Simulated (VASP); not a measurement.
Input of a VASP 6.6.1 run:

File INCAR:

```
PREC = Accurate
ENCUT = 600
EDIFF = 1E-8
ISMEAR = 0
SIGMA = 0.01
LREAL = False
LASPH = True
NELM = 80
ALGO = Normal
ISIF = 3
LWAVE = False
LCHARG = False
GGA = CA
IBRION = 6
NFREE = 2
POTIM = 0.015
NSW = 1
```

Contents of KPOINTS:

```
regular mesh
0
Gamma
  10 10 10
```

POSCAR

```
GaP
1.0
    0.0000000000      2.5481060573      2.5481060573
    2.5481060573      0.0000000000      2.5481060573
    2.5481060573      2.5481060573      0.0000000000
Ga P
1 1
Direct
    0.0000000000      0.0000000000      0.0000000000
    0.7500000000      0.7500000000      0.7500000000
```

Potentials or basis: VASP PAW LDA potentials, release 64 (Ga_d, P).

Command:

```console
$ cat potpaw_LDA.64/Ga_d/POTCAR potpaw_LDA.64/P/POTCAR > POTCAR
$ mpirun -np 1 vasp_std > vasp.out
```

**Question.** What does it give for the elastic constants C11, C12, C44?

**Answer.** 204, 131, 76 GPa.

**Question.** Predict the Voigt bulk modulus.

**Answer.** 155 GPa.

**Question.** Estimate the highest phonon frequency at Γ, LO-TO splitting left out.

**Answer.** 446 cm⁻¹.

Elastic tensor in Voigt notation (GPa, in the Cartesian axes of the cell as first typed):
```
204 131 131   0   0   0
131 204 131   0   0   0
131 131 204   0   0   0
  0   0   0  76   0   0
  0   0   0   0  76   0
  0   0   0   0   0  76
```

Caveat: the cell is under stress, which shifts elastic constants.
